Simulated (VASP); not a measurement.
**Mg2B3: single point with PBE**

The system is Mg2B3.

```
CELL_PARAMETERS angstrom
3.89411 0.00000 0.00000
-1.94705 3.37240 0.00000
0.00000 0.00000 4.66074
ATOMIC_POSITIONS crystal
Mg 0.66667 0.33333 0.50000
Mg 0.33333 0.66667 0.00000
B 0.00000 0.00000 0.67415
B 0.00000 0.00000 0.32585
B 0.66667 0.33333 0.00000
```

| Item | Value |
| --- | --- |
| Program | VASP 6.6.1 |
| Task | single point |
| Functional | PBE |
| Potentials or basis | VASP PAW PBE potentials, release 64 (Mg, B) |
| Cutoff | 520 eV |
| k mesh | 12 × 12 × 8 |
| Occupations | gaussian, width 0.1 eV |
| Spin | no spin polarisation |

| Property | Result |
| --- | --- |
| Pressure | -0.1 GPa |
| Largest force | 0.015 eV/Å |

Forces on the atoms (eV/Å):
```
Mg   0.000  0.000  0.000
Mg   0.000  0.000  0.000
B    0.000  0.000  0.015
B    0.000  0.000 -0.015
B    0.000  0.000  0.000
```

Levels at points of the mesh, in eV from the Fermi level:
| k point | band 4 | band 5 | band 6 | band 7 | band 8 | band 9 | band 10 | band 11 |
| --- | --- | --- | --- | --- | --- | --- | --- | --- |
| (0.00, 0.00, 0.00) | -1.61 | -1.61 | 0.79 | 0.79 | 1.03 | 3.38 | 3.82 | 4.10 |
| (0.50, 0.00, 0.00) | -2.93 | -2.89 | -1.53 | -1.43 | 1.67 | 2.02 | 2.94 | 4.29 |
| (0.00, 0.00, 0.50) | -0.69 | -0.69 | -0.19 | -0.19 | 0.09 | 3.23 | 3.23 | 3.81 |
| (0.50, 0.00, 0.50) | -4.94 | -1.52 | -1.48 | -0.13 | 0.60 | 2.25 | 4.87 | 5.49 |

Wall time 31 s on 1 thread of Intel(R) Xeon(R) 6975P-C (Granite Rapids), on a shared host, peak memory 0.22 GiB.
